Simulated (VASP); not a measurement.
The system is BeB15N15 (a cell with a defect).

```
B Be N
1.0
    -3.62411    3.62411   -3.62411
     3.62411    3.62411    3.62411
     3.62411   -3.62411   -3.62411
B Be N
15 1 15
Direct
  0.99809 0.99694 0.98760
  0.00325 0.24868 0.74982
  0.00325 0.49969 0.49880
  0.99811 0.73742 0.24707
  0.24985 0.00209 0.74983
  0.24984 0.49968 0.25222
  0.24851 0.74898 0.99911
  0.50087 0.00209 0.49881
  0.50086 0.24867 0.25222
  0.49754 0.49638 0.99849
  0.49754 0.74835 0.74650
  0.73864 0.99695 0.24706
  0.75015 0.24734 0.99911
  0.74952 0.49638 0.74650
  0.75014 0.74898 0.49747
  0.24659 0.24543 0.49555
  0.99877 0.24729 0.00203
  0.00266 0.50008 0.75021
  0.99877 0.75192 0.49742
  0.24845 0.99761 0.00205
  0.24828 0.24711 0.75934
  0.24827 0.50920 0.49724
  0.24845 0.75191 0.24773
  0.50124 0.00150 0.75021
  0.51037 0.24711 0.49724
  0.50124 0.50008 0.25163
  0.50203 0.74958 0.99970
  0.75308 0.99761 0.49741
  0.75307 0.24729 0.24773
  0.75074 0.50087 0.99970
  0.75073 0.74957 0.75099
```

Base run:

| Item | Value |
| --- | --- |
| Program | VASP 6.6.1 |
| Functional | HSE06 |
| Potentials or basis | VASP PAW PBE potentials, release 64 (B, Be, N) |
| Cutoff | 520 eV |
| k mesh | 1 × 1 × 1, shifted |
| Occupations | fermi-dirac, width 0.01 eV |
| Spin | no spin polarisation |

Its results: band gap on the k mesh 6.19 eV; pressure -8.3 GPa; largest force 0.133 eV/Å.

Task: The run is repeated on the same cell with these changes: functional from HSE06 to PBE. What comes out?

Result: Band gap on the k mesh 4.85 eV; pressure 1.4 GPa; largest force 0.028 eV/Å.

Caveats: the PAW data sets were made with another functional, which shifts forces and pressure a little (at least some runs).

A k mesh can miss the band edges.
